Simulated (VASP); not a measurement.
# ZrBeF4 (F-43m) in VASP: further runs

ZrBeF4 is run at these levels: PBE; tasks: single point, relaxation of cell and atoms.

All numbers are computed with VASP 6.6.1; they aren't measurements. Logs are shortened: lines on timing, memory, paths and dates and some standing lists are left out, and cuts for length are marked.

**1. The cell of the first run**

It takes space group F-43m (No. 216, cubic). Conventional cell: a = 6.401 Å, b = 6.401 Å, c = 6.401 Å, α = 90.00°, β = 90.00°, γ = 90.00°. Zr (site symmetry -43m) has 12 F at 2.65 Å and 4 Be at 2.77 Å within 3.5 Å. Be (site symmetry -43m) has 12 F at 2.65 Å and 4 Zr at 2.77 Å within 3.5 Å. Within 3.0 Å of F (site symmetry 3m) lie 6 F at 2.26 to 2.27 Å and 3 Zr at 2.65 Å and 3 Be at 2.65 Å.

The cell was built from a structure type or drawn by symmetry, and may not be a known phase.

**2. Single point, PBE**

INCAR reads:

```
SYSTEM = ZrBeF4
PREC = Accurate ; ENCUT = 520
EDIFF = 1E-6 ; ISMEAR = 0
SIGMA = 0.1 ; LREAL = .FALSE.
LASPH = .TRUE. ; NELM = 100
ALGO = Normal ; ISIF = 2
LWAVE = .FALSE. ; LCHARG = .FALSE.
GGA = PE ; NBANDS = 30
```

KPOINTS reads:

```
regular mesh
0
G
  4 4 4
  0 0 0
```

POSCAR reads:

```
ZrBeF4
1.0
    0.0000000000      3.2003442114      3.2003442114
    3.2003442114      0.0000000000      3.2003442114
    3.2003442114      3.2003442114      0.0000000000
Zr Be F
1 1 4
Direct
    0.0000000000      0.0000000000      0.0000000000
    0.7500000000      0.7500000000      0.7500000000
    0.8753785967      0.3748738011      0.3748738011
    0.3748738011      0.3748738011      0.3748738011
    0.3748738011      0.8753785967      0.3748738011
    0.3748738011      0.3748738011      0.8753785967
```

Potentials or basis: VASP PAW PBE potentials, release 64 (Zr_sv, Be, F).

The run is started by

```bash
cat potpaw_PBE.64/Zr_sv/POTCAR potpaw_PBE.64/Be/POTCAR potpaw_PBE.64/F/POTCAR > POTCAR
mpirun -np 1 vasp_std > vasp.out
```

OUTCAR:

```text
SYSTEM = ZrBeF4
   PREC = Accurate
   ENCUT = 520
   EDIFF = 1E-6
   ISMEAR = 0
   LREAL = .FALSE.
   LASPH = .TRUE.
   NELM = 100
   ISIF = 2
   GGA = PE

 ion  position               nearest neighbor table
   1  0.000  0.000  0.000-   3 2.65   5 2.65   3 2.65   6 2.65   5 2.65   6 2.65   4 2.65   4 2.65
                             4 2.65   6 2.65   3 2.65   5 2.65   2 2.77   2 2.77   2 2.77   2 2.77
   2  0.750  0.750  0.750-   1 2.77   1 2.77   1 2.77   1 2.77
   3  0.875  0.375  0.375-   1 2.65   1 2.65   1 2.65
   4  0.375  0.375  0.375-   1 2.65   1 2.65   1 2.65
   5  0.375  0.875  0.375-   1 2.65   1 2.65   1 2.65
   6  0.375  0.375  0.875-   1 2.65   1 2.65   1 2.65

  LATTYP: Found a face centered cubic cell.
 ALAT       =     6.4006884228

  Lattice vectors:

 A1 = (   0.0000000000,   3.2003442114,   3.2003442114)
 A2 = (   3.2003442114,   0.0000000000,   3.2003442114)
 A3 = (   3.2003442114,   3.2003442114,   0.0000000000)

Analysis of symmetry for initial positions (statically):
=====================================================================
 Subroutine PRICEL returns:
 Original cell was already a primitive cell.

 Routine SETGRP: Setting up the symmetry group for a
 face centered cubic supercell.

 Subroutine GETGRP returns: Found 24 space group operations
 (whereof 24 operations were pure point group operations)
 out of a pool of 48 trial point group operations.

The static configuration has the point symmetry T_d .

Analysis of symmetry for dynamics (positions and initial velocities):
=====================================================================
 Subroutine PRICEL returns:
 Original cell was already a primitive cell.

 Routine SETGRP: Setting up the symmetry group for a
 face centered cubic supercell.

 Subroutine GETGRP returns: Found 24 space group operations
 (whereof 24 operations were pure point group operations)
 out of a pool of 48 trial point group operations.

The dynamic configuration has the point symmetry T_d .

 Subroutine INISYM returns: Found 24 space group operations
 (whereof 24 operations are pure point group operations),
 and found     1 'primitive' translations

[... 83 lines left out ...]
   ENCUT  =  520.0 eV  38.22 Ry    6.18 a.u.   8.42  8.42  8.42*2*pi/ulx,y,z
   NELM   =    100;   NELMIN=  2; NELMDL= -5     # of ELM steps
   EDIFF  = 0.1E-05   stopping-criterion for ELM
   LREAL  =      F    real-space projection
   EDIFFG = 0.1E-04   stopping-criterion for IOM
   NSW    =      0    number of steps for IOM
   IBRION =     -1    ionic relax: 0-MD 1-quasi-New 2-CG
   NFREE  =      0    steps in history (QN), initial steepest desc. (CG)
   ISIF   =      2    stress and relaxation
   ISYM   =      2    0-nonsym 1-usesym 2-fastsym
   POTIM  = 0.5000    time-step for ionic-motion
   TEBEG  =    0.0;   TEEND  =   0.0 temperature during run
   PSTRESS=    0.0 pullay stress
   NELECT =      42.0000    total number of electrons
   NUPDOWN=      -1.0000    fix difference up-down
   EMIN   =  10.00;   EMAX   =-10.00  energy-range for DOS
   EFERMI =   0.00;   METHOD = LEGACY
   ISMEAR =     0;   SIGMA  =   0.10  broadening in eV -4-tet -1-fermi 0-gaus
   EFERMI_NEDOS =   21; number of points for ismear=-14 and -15
   IALGO  =     38    algorithm
   IMIX   =      4    mixing-type and parameters
     AMIX     =   0.40;   BMIX     =  1.00
     AMIX_MAG =   1.60;   BMIX_MAG =  1.00
  volume/ion in A,a.u.               =      10.93        73.73
  Fermi-wavevector in a.u.,A,eV,Ry     =   1.411295  2.666961 27.099465  1.991755
  Thomas-Fermi vector in A             =   2.533161
   LORBIT       =      0    0 simple, 1 ext, 2 COOP (PROOUT), +10 PAW based schemes
   GGA     = PE    functional components
   LHFCALC =     F    Hartree Fock is set to
   AEXX    =    0.0000 exact exchange contribution
   IVDW    =     0    specifies the selected vdW correction
   LEPSILON=     F    determine dielectric tensor
   LRPA    =     F    only Hartree local field effects (RPA)
 non-spin polarized calculation
 Gauss-broadening in eV      SIGMA  =   0.10
  energy-cutoff  :      520.00
  volume of cell :       65.56
 maximum number of plane-waves:      1807
 NGX is ok and might be reduce to    36
   NGX = 17   NGY = 17   NGZ = 17

 number of electron      41.9999994 magnetization

 Free energy of the ion-electron system (eV)
  ---------------------------------------------------
  ext. energy  EPLUGINS =         0.00000000
  ---------------------------------------------------
  free energy    TOTEN  =       -25.36854921 eV

  energy without entropy =      -25.36641113  energy(sigma->0) =      -25.36748017

 E-fermi :   4.8985     XC(G=0): -10.9717

 val. band max:        4.7965998343   @ k =   0.5000   0.5000   0.0000
 cond. band min:       5.0338395369   @ k =  -0.2500   0.5000   0.2500
 fundamental gap:      0.2372397027
 Fermi energy:         4.8984610457

 k-point     1 :       0.0000    0.0000    0.0000
  band No.  band energies     occupation
      1     -46.1729      2.00000
      2     -24.0003      2.00000
      3     -24.0003      2.00000
      4     -24.0003      2.00000
      5     -18.3706      2.00000
      6     -16.3656      2.00000
[... 253 lines left out ...]
     29      10.3198      0.00000
     30      13.9813      0.00000

------------------------ aborting loop because EDIFF is reached ----------------------------------------

  FORCE on cell =-STRESS in cart. coord.  units (eV):
  Direction    XX          YY          ZZ          XY          YZ          ZX
  --------------------------------------------------------------------------------------
  -------------------------------------------------------------------------------------
  Total       -0.1289790     -0.1289790     -0.1289790     -0.0000000      0.0000000     -0.0000000
  in kB       -3.1521685     -3.1521685     -3.1521685     -0.0000000      0.0000000     -0.0000000
  external PRESSURE =      -3.1521685 kB  Pullay stress =       0.0000000 kB

 VOLUME and BASIS-vectors are now :
 -----------------------------------------------------------------------------
  energy-cutoff  :      520.00
  volume of cell :       65.56
      direct lattice vectors                 reciprocal lattice vectors
     0.000000000  3.200344211  3.200344211    -0.156233195  0.156233195  0.156233195
     3.200344211  0.000000000  3.200344211     0.156233195 -0.156233195  0.156233195
     3.200344211  3.200344211  0.000000000     0.156233195  0.156233195 -0.156233195

 POSITION                                       TOTAL-FORCE (eV/Angst)
 -----------------------------------------------------------------------------------
      0.00000      0.00000      0.00000         0.000000     -0.000000     -0.000000
      4.80052      4.80052      4.80052         0.000000     -0.000000     -0.000000
      2.39945      4.00124      4.00124        -0.001093      0.001093      0.001093
      2.39945      2.39945      2.39945        -0.001093     -0.001093     -0.001093
      4.00124      2.39945      4.00124         0.001093     -0.001093      0.001093
      4.00124      4.00124      2.39945         0.001093      0.001093     -0.001093
 -----------------------------------------------------------------------------------
    total drift:                                0.000000      0.000000      0.000000

  FREE ENERGIE OF THE ION-ELECTRON SYSTEM (eV)
  ---------------------------------------------------
  free  energy   TOTEN  =       -25.3685492108 eV

  energy  without entropy=      -25.3664111320  energy(sigma->0) =      -25.36748017
```

OSZICAR:

```text
N       E                     dE             d eps       ncg     rms          rms(c)
DAV:   1     0.297394532408E+03    0.29739E+03   -0.24469E+04   480   0.140E+03
DAV:   2    -0.172932777847E+02   -0.31469E+03   -0.29974E+03   558   0.352E+02
DAV:   3    -0.338200627105E+02   -0.16527E+02   -0.16337E+02   690   0.813E+01
DAV:   4    -0.342872419058E+02   -0.46718E+00   -0.46643E+00   658   0.105E+01
DAV:   5    -0.342926526147E+02   -0.54107E-02   -0.54106E-02   600   0.953E-01    0.148E+01
DAV:   6    -0.258090702854E+02    0.84836E+01   -0.19790E+01   558   0.395E+01    0.563E+00
DAV:   7    -0.255157723497E+02    0.29330E+00   -0.19121E+00   562   0.988E+00    0.283E+00
DAV:   8    -0.253935250132E+02    0.12225E+00   -0.56716E-01   564   0.470E+00    0.114E+00
DAV:   9    -0.254089398292E+02   -0.15415E-01   -0.31158E-01   480   0.299E+00    0.110E+00
DAV:  10    -0.253711860435E+02    0.37754E-01   -0.12333E-01   488   0.188E+00    0.359E-01
DAV:  11    -0.253690625562E+02    0.21235E-02   -0.15877E-02   540   0.719E-01    0.155E-01
DAV:  12    -0.253685521459E+02    0.51041E-03   -0.13795E-03   546   0.215E-01    0.274E-02
DAV:  13    -0.253685489235E+02    0.32225E-05   -0.11059E-04   560   0.598E-02    0.930E-03
DAV:  14    -0.253685587264E+02   -0.98029E-05   -0.47089E-05   528   0.364E-02    0.198E-02
DAV:  15    -0.253685491408E+02    0.95856E-05   -0.26301E-05   530   0.269E-02    0.193E-03
DAV:  16    -0.253685492108E+02   -0.69953E-07   -0.55260E-07   366   0.499E-03
   1 F= -.25368549E+02 E0= -.25367480E+02  d E =-.213808E-02
```

stdout:

```text
POSCAR found type information on POSCAR ZrBeF
 POSCAR found :  3 types and       6 ions
 scaLAPACK will be used
 LDA part: xc-table for (Slater+PW92), standard interpolation
 POSCAR, INCAR and KPOINTS ok, starting setup
 FFT: planning ... GRIDC
 FFT: planning ... GRID_SOFT
 FFT: planning ... GRID
 WAVECAR not read
 entering main loop
```

Wall time 31 s (1 thread of Intel Xeon 8259CL, shared host); peak memory 0.21 GiB.

What came out:

- Free energy: -25.3685 eV
- Pressure: -0.3 GPa
- Band gap on the k mesh: 0.24 eV (least direct gap 0.53 eV)

Levels at points of the mesh, in eV from the valence-band top:
| k point | band 18 | band 19 | band 20 | band 21 | band 22 | band 23 | band 24 | band 25 |
| --- | --- | --- | --- | --- | --- | --- | --- | --- |
| (0.00, 0.00, 0.00) | -1.67 | -0.36 | -0.36 | -0.36 | 0.65 | 0.65 | 0.65 | 2.69 |
| (0.50, 0.00, 0.00) | -1.65 | -1.01 | -0.46 | -0.46 | 1.05 | 1.05 | 2.14 | 2.14 |
| (0.50, 0.50, 0.00) | -2.99 | -0.59 | -0.59 | 0.00 | 0.58 | 0.58 | 0.76 | 2.53 |

Caveat: the k points lie up to 0.43 Å⁻¹ apart.

**3. Relaxation of cell and atoms, PBE**

This run uses another cell than the first one, of 13.13 Å³/atom.

INCAR reads:

```
SYSTEM = ZrBeF4
ALGO     = Normal         ! electronic algorithm
EDIFF    = 1E-7           ! SCF threshold, eV
EDIFFG   = -0.04          ! ionic threshold
ENCUT    = 600            ! plane-wave cutoff, eV
GGA      = PE             ! functional
IBRION   = 2              ! ionic algorithm
ISIF     = 3              ! what is computed and relaxed
ISMEAR   = 0              ! smearing method
LASPH    = .True.         ! aspherical terms in the spheres
LCHARG   = .False.        ! write CHGCAR
LREAL    = .False.        ! projectors in reciprocal space
LWAVE    = .False.        ! write WAVECAR
NELM     = 100            ! most SCF steps
NSW      = 90             ! ionic steps
PREC     = Accurate       ! precision mode
SIGMA    = 0.1            ! smearing width, eV
```

KPOINTS reads:

```
k-points
0
Gamma
  4 4 4
  0 0 0
```

POSCAR reads:

```
ZrBeF4
1.0
    0.0000000000      3.4020898200      3.4020898200
    3.4020898200      0.0000000000      3.4020898200
    3.4020898200      3.4020898200      0.0000000000
Zr Be F
1 1 4
Direct
    0.0000000000      0.0000000000      0.0000000000
    0.7500000000      0.7500000000      0.7500000000
    0.8750000000      0.3750000000      0.3750000000
    0.3750000000      0.3750000000      0.3750000000
    0.3750000000      0.8750000000      0.3750000000
    0.3750000000      0.3750000000      0.8750000000
```

Potentials or basis: VASP PAW PBE potentials, release 64 (Zr_sv, Be, F).

The run is started by

```bash
cat potpaw_PBE.64/Zr_sv/POTCAR potpaw_PBE.64/Be/POTCAR potpaw_PBE.64/F/POTCAR > POTCAR
mpirun -np 1 vasp_std > vasp.out
```

Wall time 4.3 min (1 thread of Intel Xeon 8259CL, shared host); peak memory 0.26 GiB.

The run converged. Its results:

```yaml
Free_energy: -25.4183 eV
Relaxed_volume: 10.88 Å³/atom
Relaxed_cell: a = 4.519 Å, b = 4.519 Å, c = 4.519 Å, α = 60.00°, β = 60.00°, γ = 60.00°
Space_group_after_relaxing_to_0.1_Å: F-43m (No. 216)
Energy_gained_by_relaxing: 116.6 meV/atom
Ionic_steps: 6
Pressure_after_relaxing: 0.0 GPa
Band_gap_on_the_k_mesh: 0.23 eV (least direct gap 0.53 eV)
```

The path:
```
step  energy change (eV)  largest force (eV/Å)  pressure (GPa)  volume (Å³)
   1              0.0000                0.0995          -14.00        78.75
   2             -0.6928                0.0811           -1.84        66.39
   3             -0.6989                0.1051           -0.11        65.36
   4             -0.6987                0.1113            0.33        65.11
   5             -0.6995                0.0553           -0.08        65.33
   6             -0.6997                0.0034            0.05        65.26
```

Final structure:
```cif
data_structure
_symmetry_space_group_name_H-M 'P 1'
_symmetry_Int_Tables_number 1
_cell_length_a 4.5191
_cell_length_b 4.5191
_cell_length_c 4.5191
_cell_angle_alpha 60.000
_cell_angle_beta 60.000
_cell_angle_gamma 60.000
_cell_volume 65.26
loop_
_atom_site_label
_atom_site_type_symbol
_atom_site_fract_x
_atom_site_fract_y
_atom_site_fract_z
_atom_site_occupancy
Zr1 Zr 0.00000 0.00000 0.00000 1
Be1 Be 0.75000 0.75000 0.75000 1
F1 F 0.87534 0.37489 0.37489 1
F2 F 0.37489 0.37489 0.37489 1
F3 F 0.37489 0.87534 0.37489 1
F4 F 0.37489 0.37489 0.87534 1
```

Levels at points of the mesh, in eV from the valence-band top:
```csv
k point,band 19,band 20,band 21,band 22,band 23,band 24
"(0.00, 0.00, 0.00)",-0.36,-0.36,-0.36,0.65,0.65,0.65
"(0.50, 0.00, 0.00)",-1.02,-0.46,-0.46,1.05,1.05,2.15
"(0.50, 0.50, 0.00)",-0.59,-0.59,0.00,0.58,0.58,0.76
```

Caveat: the volume moved by over 15 % at a fixed basis, so the end points are rough. A k mesh can miss the band edges.
